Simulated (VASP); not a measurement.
Input of a VASP 6.6.1 run:

Contents of INCAR:

```
PREC = Accurate
ENCUT = 520
EDIFF = 1E-6
ISMEAR = -1
SIGMA = 0.1
LREAL = False
LASPH = True
NELM = 100
ALGO = Normal
ISIF = 2
LWAVE = False
LCHARG = False
GGA = B5
ALDAX = 1.0
AGGAX = 1.0
AGGAC = 1.0
ALDAC = 0.0
NBANDS = 11
```

Contents of KPOINTS:

```
regular mesh
0
Gamma
  14 14 14
```

POSCAR

```
Hf
1.0
    0.0000000000      2.2321685714      2.2321685714
    2.2321685714      0.0000000000      2.2321685714
    2.2321685714      2.2321685714      0.0000000000
Hf
1
Direct
    0.0000000000      0.0000000000      0.0000000000
```

Potentials or basis: VASP PAW PBE potentials, release 64 (Hf_pv).

Command:

```bash
$ cat potpaw_PBE.64/Hf_pv/POTCAR > POTCAR
$ mpirun -np 1 vasp_std > vasp.out
```

**Question.** Predict the band gap on the k mesh.

**Answer.** Zero (band 5 reaches 6.61 eV, above the bottom of band 6 at 4.64 eV).

**Question.** What does it give for the pressure?

**Answer.** 4.3 GPa.

Caveat: the PAW data sets were made with another functional, which shifts forces and pressure a little; spin-orbit coupling is left out, which moves the levels of the heavy elements.
